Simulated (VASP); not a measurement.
# Si (Fm-3m) in VASP: a series of runs, part 2 of 2

VASP 6.6.1. The steps go on from the part before.

### 3 Single point, PBE

This run uses another cell than the first one, of 14.51 Å³/atom.

Input file INCAR:

```
ALGO     = Normal         # electronic algorithm
EDIFF    = 1E-6           # SCF threshold, eV
ENCUT    = 500            # plane-wave cutoff, eV
GGA      = PE             # functional
GGA_COMPAT= F            
ISIF     = 2              # what is computed and relaxed
ISMEAR   = -1             # smearing method
LASPH    = T              # aspherical terms in the spheres
LCHARG   = F              # write CHGCAR
LREAL    = F              # projectors in reciprocal space
LWAVE    = F              # write WAVECAR
NBANDS   = 8              # bands
NELM     = 120            # most SCF steps
PREC     = Accurate       # precision mode
SIGMA    = 0.1            # smearing width, eV
```

Input file KPOINTS:

```
k-points
0
Gamma
  17 17 17
```

Input file POSCAR:

```
Si
1.0
    0.0000000000      1.9358490693      1.9358490693
    1.9358490693      0.0000000000      1.9358490693
    1.9358490693      1.9358490693      0.0000000000
Si
1
Direct
    0.0000000000      0.0000000000      0.0000000000
```

Potentials or basis: VASP PAW PBE potentials, release 64 (Si).

On the command line:

```
$ cat potpaw_PBE.64/Si/POTCAR > POTCAR
$ mpirun -np 1 vasp_std > vasp.out
```

OUTCAR:

```text
EDIFF = 1E-6
   ENCUT = 500
   GGA = PE
   ISIF = 2
   ISMEAR = -1
   LASPH = T
   LREAL = F
   NELM = 120
   PREC = Accurate

 ion  position               nearest neighbor table
   1  0.000  0.000  0.000-

  LATTYP: Found a face centered cubic cell.
 ALAT       =     3.8716981386

  Lattice vectors:

 A1 = (   0.0000000000,   1.9358490693,   1.9358490693)
 A2 = (   1.9358490693,   0.0000000000,   1.9358490693)
 A3 = (   1.9358490693,   1.9358490693,   0.0000000000)

Analysis of symmetry for initial positions (statically):
=====================================================================
 Subroutine PRICEL returns:
 Original cell was already a primitive cell.

 Routine SETGRP: Setting up the symmetry group for a
 face centered cubic supercell.

 Subroutine GETGRP returns: Found 48 space group operations
 (whereof 48 operations were pure point group operations)
 out of a pool of 48 trial point group operations.

The static configuration has the point symmetry O_h .

Analysis of symmetry for dynamics (positions and initial velocities):
=====================================================================
 Subroutine PRICEL returns:
 Original cell was already a primitive cell.

 Routine SETGRP: Setting up the symmetry group for a
 face centered cubic supercell.

 Subroutine GETGRP returns: Found 48 space group operations
 (whereof 48 operations were pure point group operations)
 out of a pool of 48 trial point group operations.

The dynamic configuration has the point symmetry O_h .

 Subroutine INISYM returns: Found 48 space group operations
 (whereof 48 operations are pure point group operations),
 and found     1 'primitive' translations

----------------------------------------------------------------------------------------

                                     Primitive cell
[... 107 lines left out ...]
   IMIX   =      4    mixing-type and parameters
     AMIX     =   0.40;   BMIX     =  1.00
     AMIX_MAG =   1.60;   BMIX_MAG =  1.00
  volume/ion in A,a.u.               =      14.51        97.91
  Fermi-wavevector in a.u.,A,eV,Ry     =   1.065483  2.013472 15.446079  1.135255
  Thomas-Fermi vector in A             =   2.201036
   LORBIT       =      0    0 simple, 1 ext, 2 COOP (PROOUT), +10 PAW based schemes
   GGA     = PE    functional components
   LHFCALC =     F    Hartree Fock is set to
   AEXX    =    0.0000 exact exchange contribution
   IVDW    =     0    specifies the selected vdW correction
   LEPSILON=     F    determine dielectric tensor
   LRPA    =     F    only Hartree local field effects (RPA)
 non-spin polarized calculation
  energy-cutoff  :      500.00
  volume of cell :       14.51
 maximum number of plane-waves:       379
   NGX =  9   NGY =  9   NGZ =  9

 number of electron       4.0000000 magnetization

 Free energy of the ion-electron system (eV)
  ---------------------------------------------------
  ext. energy  EPLUGINS =         0.00000000
  ---------------------------------------------------
  free energy    TOTEN  =        -4.89282854 eV

  energy without entropy =       -4.87703691  energy(sigma->0) =       -4.88493273

 E-fermi :  10.1691     XC(G=0): -11.1842

 val. band max:       10.1355693025   @ k =  -0.1765   0.2941   0.1176
 cond. band min:      10.2191085006   @ k =   0.4706   0.3529   0.0588
 fundamental gap:      0.0835391980
 Fermi energy:        10.1691150935

 k-point     1 :       0.0000    0.0000    0.0000
  band No.  band energies     occupation
      1      -4.2945      2.00000
      2      21.2409      0.00000
      3      21.2409      0.00000
      4      21.2409      0.00000
      5      22.0519      0.00000
      6      22.0519      0.00000
      7      22.0519      0.00000
      8      27.3814      0.00000
[... 243 lines left out ...]
 k-point    24 :      -0.1176    0.0588    0.0000
  band No.  band energies     occupation
      1      -3.6581      2.00000
      2      16.1815      0.00000
      3      18.0233      0.00000
      4      20.9136      0.00000
      5      23.0262      0.00000
      6      23.7283      0.00000
      7      24.9173      0.00000
      8      26.1283      0.00000

 [... further k-points ...]

------------------------ aborting loop because EDIFF is reached ----------------------------------------

  FORCE on cell =-STRESS in cart. coord.  units (eV):
  Direction    XX          YY          ZZ          XY          YZ          ZX
  --------------------------------------------------------------------------------------
  -------------------------------------------------------------------------------------
  Total       -0.0053024     -0.0053024     -0.0053024     -0.0000000     -0.0000000      0.0000000
  in kB       -0.5855183     -0.5855183     -0.5855183     -0.0000000     -0.0000000      0.0000000
  external PRESSURE =      -0.5855183 kB  Pullay stress =       0.0000000 kB

 VOLUME and BASIS-vectors are now :
 -----------------------------------------------------------------------------
  energy-cutoff  :      500.00
  volume of cell :       14.51
      direct lattice vectors                 reciprocal lattice vectors
     0.000000000  1.935849069  1.935849069    -0.258284599  0.258284599  0.258284599
     1.935849069  0.000000000  1.935849069     0.258284599 -0.258284599  0.258284599
     1.935849069  1.935849069  0.000000000     0.258284599  0.258284599 -0.258284599

 POSITION                                       TOTAL-FORCE (eV/Angst)
 -----------------------------------------------------------------------------------
      0.00000      0.00000      0.00000        -0.000000     -0.000000      0.000000
 -----------------------------------------------------------------------------------
    total drift:                                0.000000      0.000000     -0.000000

  FREE ENERGIE OF THE ION-ELECTRON SYSTEM (eV)
  ---------------------------------------------------
  free  energy   TOTEN  =        -4.8928285403 eV

  energy  without entropy=       -4.8770369114  energy(sigma->0) =       -4.88493273
```

It took 15 s on 1 thread of Intel Xeon 8259CL, shared host; peak memory 0.13 GiB.

Results:

```yaml
Free_energy: -4.8928 eV
Pressure: -0.1 GPa
Band_gap_on_the_k_mesh: zero (bands 2 and 3 overlap by 14.06 eV)
```

Levels at points of the mesh, in eV from the Fermi level:
```tsv
k point	band 1	band 2	band 3	band 4	band 5	band 6	band 7
(0.00, 0.00, 0.00)	-14.46	11.07	11.07	11.07	11.88	11.88	11.88
```

### 4 Relaxation of cell and atoms, PBE

This run uses another cell than the first one, of 16.00 Å³/atom.

Input file INCAR:

```
SYSTEM = Si
  PREC = Accurate
  ENCUT = 500
  EDIFF = 1E-7
  ISMEAR = -1
  SIGMA = 0.1
  LREAL = .False.
  LASPH = .True.
  NELM = 120
  ALGO = Normal
  ISIF = 3
  LWAVE = .False.
  LCHARG = .False.
  GGA = PE
  IBRION = 2
  NSW = 60
  EDIFFG = -0.005
  GGA_COMPAT = .False.
  NELMIN = 4
```

Input file KPOINTS:

```
regular mesh
0
Gamma
  17 17 17
  0 0 0
```

Input file POSCAR:

```
Si
1.0
    0.0000000000      2.0000000000      2.0000000000
    2.0000000000      0.0000000000      2.0000000000
    2.0000000000      2.0000000000      0.0000000000
Si
1
Direct
    0.0000000000      0.0000000000      0.0000000000
```

On the command line:

```
$ cat potpaw_PBE.64/Si/POTCAR > POTCAR
$ mpirun -np 1 vasp_std > vasp.out
```

It took 37 s on 1 thread of Intel Xeon 8259CL, shared host; peak memory 0.14 GiB.

Results (log left out):

| Item | Value |
| --- | --- |
| Free energy | -4.8930 eV |
| Relaxed volume | 14.50 Å³/atom |
| Relaxed cell | a = 2.737 Å, b = 2.737 Å, c = 2.737 Å, α = 60.00°, β = 60.00°, γ = 60.00° |
| Space group after relaxing (to 0.1 Å) | Fm-3m (No. 225) |
| Energy gained by relaxing | 32.2 meV/atom |
| Ionic steps | 3 |
| Pressure after relaxing | 0.0 GPa |
| Band gap on the k mesh | zero (bands 2 and 3 overlap by 14.06 eV) |

Step by step:
```
step  energy change (eV)  largest force (eV/Å)  pressure (GPa)  volume (Å³)
   1              0.0000                0.0000           -6.35        16.00
   2             -0.0321                0.0000           -0.41        14.58
   3             -0.0322                0.0000           -0.01        14.50
```

Final structure:
```
Si
1.0
     0.00000    1.93547    1.93547
     1.93547    0.00000    1.93547
     1.93547    1.93547    0.00000
Si
1
Direct
  0.00000 0.00000 0.00000
```

Levels at points of the mesh, in eV from the Fermi level:
| k point | band 1 | band 2 | band 3 | band 4 | band 5 |
| --- | --- | --- | --- | --- | --- |
| (0.00, 0.00, 0.00) | -14.47 | 11.08 | 11.08 | 11.08 | 11.88 |

### 5 The runs side by side

| task | cell | k mesh | gap on the mesh (eV) | pressure (GPa) |
| --- | --- | --- | --- | --- |
| single point | a = 2.451 Å, angles 60.0°, 1 atom | 18 × 18 × 18 | none | 54.9 |
| single point | a = 2.738 Å, angles 60.0°, 1 atom | 17 × 17 × 17 | none | -0.1 |
| relaxation of cell and atoms | relaxed from a = 2.828 Å, angles 60.0°, 1 atom | 17 × 17 × 17 | none | 0.0 |

Alike in all rows: level PBE; potentials or basis VASP PAW PBE potentials, release 64 (Si); no spin polarisation; cutoff (eV) 500; smearing fermi-dirac 0.1 eV.

Caveats: the cell stands under pressure (at least some runs).

Total energies depend on the potentials used, so only differences within one code and one set of settings carry meaning.
